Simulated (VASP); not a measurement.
Write the native input for VASP 6.6.1 that does the following.

```
Task                   : single point
Functional             : PBEsol
Potentials or basis    : VASP PAW PBE potentials, release 64 (Si, Ge_d)
Cutoff                 : 520 eV
k mesh                 : 12 × 12 × 6
Occupations            : gaussian, width 0.02 eV
Spin                   : no spin polarisation
Dipole correction      : no
Further INCAR settings : ALGO = Normal; EDIFF = 1e-06; NBANDS = 26
```

The structure of SiGe lies in POSCAR:

```
SiGe
1.0
    3.8857315010      0.0000000000      0.0000000000
   -1.9428657505      3.3651421922      0.0000000000
    0.0000000000      0.0000000000      6.6366945553
Si Ge
2 2
Direct
    0.6666666661      0.3333333339      0.8727146081
    0.3333333339      0.6666666661      0.3727146081
    0.6666666669      0.3333333331      0.5022843919
    0.3333333331      0.6666666669      0.0022843919
```

This cell differs from its parent crystal: uniaxial strain along c: +3.0 %, then relaxed in part.

One way to write it, as run:

INCAR

```
SYSTEM = SiGe
PREC     = Accurate       ! precision mode
ENCUT    = 520            ! plane-wave cutoff, eV
EDIFF    = 1E-6           ! SCF threshold, eV
ISMEAR   = 0              ! smearing method
SIGMA    = 0.02           ! smearing width, eV
LREAL    = .FALSE.        ! projectors in reciprocal space
LASPH    = .TRUE.         ! aspherical terms in the spheres
NELM     = 60             ! most SCF steps
ALGO     = Normal         ! electronic algorithm
ISIF     = 2              ! what is computed and relaxed
LWAVE    = .FALSE.        ! write WAVECAR
LCHARG   = .FALSE.        ! write CHGCAR
GGA      = PS             ! functional
NBANDS   = 26             ! bands
```

KPOINTS

```
Automatic mesh
0
G
  12 12 6
  0 0 0
```

Potentials or basis: VASP PAW PBE potentials, release 64 (Si, Ge_d).

Run with:

```bash
$ cat potpaw_PBE.64/Si/POTCAR potpaw_PBE.64/Ge_d/POTCAR > POTCAR
$ mpirun -np 1 vasp_std > vasp.out
```

It gave:

```json
{
 "Pressure": "-1.7 GPa",
 "Largest force": "0.004 eV/Å",
 "Band gap on the k mesh": "0.24 eV, indirect (least direct gap 0.67 eV)"
}
```

Caveat: the cell differs from its parent crystal (uniaxial strain along c: +3.0 %, then relaxed in part); the PAW data sets were made with another functional, which shifts forces and pressure a little.

Run time: 69 s on 1 thread of Intel(R) Xeon(R) 6975P-C (Granite Rapids) (shared host), peak memory 0.28 GiB.
